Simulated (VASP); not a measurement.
A run of VASP 6.6.1 is set up as follows.

The input POSCAR:

```
BaTe
1.0
    3.5312153233      3.5312153233      0.0000000000
   -3.5312153233      3.5312153233      0.0000000000
    0.0000000000      3.5312153233      3.5312153233
Ba Te
1 1
Direct
    0.0000000000      0.0000000000      0.0000000000
    0.5000000000      0.5000000000      0.0000000000
```

File INCAR.step1:

```
  PREC = Accurate
  ENCUT = 520
  ISMEAR = 0
  SIGMA = 0.01
  LREAL = False
  LASPH = True
  NELM = 60
  NBANDS = 15
  GGA = PE
  ALGO = Normal
  EDIFF = 1E-4
  LWAVE = True
  LCHARG = False
```

The input INCAR.step2:

```
  PREC = Accurate
  ENCUT = 520
  EDIFF = 1E-6
  ISMEAR = 0
  SIGMA = 0.01
  LREAL = False
  LASPH = True
  NELM = 60
  ALGO = Normal
  ISIF = 2
  LWAVE = False
  LCHARG = False
  METAGGA = R2SCAN
  LMIXTAU = True
  NBANDS = 15
  ISTART = 1
```

Contents of KPOINTS:

```
regular mesh
0
Gamma
  6 6 6
```

Potentials or basis: VASP PAW PBE potentials, release 64 (Ba_sv, Te).

Command:

```bash
$ cat potpaw_PBE.64/Ba_sv/POTCAR potpaw_PBE.64/Te/POTCAR > POTCAR
$ cp INCAR.step1 INCAR
$ mpirun -np 1 vasp_std > vasp.out
$ cp INCAR.step2 INCAR
$ mpirun -np 1 vasp_std > vasp.out
```

Question: Estimate the band gap on the k mesh.

Answer: 1.93 eV (least direct gap 2.32 eV).

Question: Predict the pressure.

Answer: 0.3 GPa.

Caveat: the PAW data sets were made with another functional, which shifts forces and pressure a little; spin-orbit coupling is left out, which moves the levels of the heavy elements. A k mesh can miss the band edges.
